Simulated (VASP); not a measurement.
A run of VASP 6.6.1:

Contents of INCAR:

```
ALGO = Normal
EDIFF = 1E-7
ENCUT = 520
GGA = PE
ISIF = 2
ISMEAR = 0
LASPH = True
LCHARG = True
LELF = True
LREAL = False
LVHAR = True
LWAVE = False
NBANDS = 29
NELM = 80
PREC = Accurate
SIGMA = 0.01
```

Contents of KPOINTS:

```
k-points
0
Gamma
  4 4 4
```

The input POSCAR:

```
KZnF3
1.0
    3.8801908845      0.0000000000      0.0000000000
    0.0000000000      3.8801908845      0.0000000000
    0.0000000000      0.0000000000      3.8801908845
K Zn F
1 1 3
Direct
    0.0000000000      0.0000000000      0.0000000000
    0.5000000000      0.5000000000      0.5000000000
    0.5000000000      0.5000000000      0.0000000000
    0.0000000000      0.5000000000      0.5000000000
    0.5000000000      0.0000000000      0.5000000000
```

Potentials or basis: VASP PAW PBE potentials, release 64 (K_sv, Zn, F).

Command:

```bash
$ cat potpaw_PBE.64/K_sv/POTCAR potpaw_PBE.64/Zn/POTCAR potpaw_PBE.64/F/POTCAR > POTCAR
$ mpirun -np 1 vasp_std > vasp.out
```

Hardware: 1 thread of AMD EPYC 9R45 96-Core Processor (Zen 5), with other jobs on the host.

**Question.** How long does it take, and how much memory?

**Answer.** Run time: 14 s on 1 thread of AMD EPYC 9R45 96-Core Processor (Zen 5) (shared host), peak memory 0.14 GiB. Counts: scf iterations 20, k points 10.
